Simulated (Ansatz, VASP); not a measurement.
# Two plane-wave programs on TlIrPd

```xyz
9
Lattice="7.2290 0.0000 0.0000 -3.6145 6.2605 0.0000 0.0000 0.0000 3.6976" Properties=species:S:1:pos:R:3 pbc="T T T"
Ir    4.2290    0.0000    1.8488
Ir    1.5000    2.5981    1.8488
Ir   -2.1145    3.6624    1.8488
Pd    0.0000    0.0000    1.8488
Pd   -0.0004    4.1739    0.0000
Pd    3.6149    2.0866    0.0000
Tl    1.7711    0.0000    0.0000
Tl    2.7290    4.7267    0.0000
Tl   -0.8856    1.5338    0.0000
```

Alike in both runs: task single point; functional PBE; k mesh 3 × 3 × 5; no spin polarisation.

```csv
,VASP,Ansatz
version,VASP 6.6.1,Ansatz 0.2.0
potentials or method,"VASP PAW PBE potentials, release 64 (Ir, Pd, Tl_d), cutoff 520 eV",PAW plane waves
occupations,"fermi-dirac, width 0.1 eV",fermi-dirac
valence electrons in the cell,96,144
```

```tsv
	VASP	Ansatz	Ansatz less VASP
gap on the k mesh at the Fermi level (eV)	none	none	-
pressure (GPa)	0.0	-0.1	-0.05
rms of the force components (eV/Å)	1.255	1.247	-0.0079
```

A gap of «none» marks a metal or a gap that the smearing closes. VASP's potentials hold 96 valence electrons a cell and Ansatz's 144, so a difference there can come from the potentials and not from the codes. Ansatz's warnings: structure snapped to symmetry.

Neither program's run includes spin-orbit coupling.
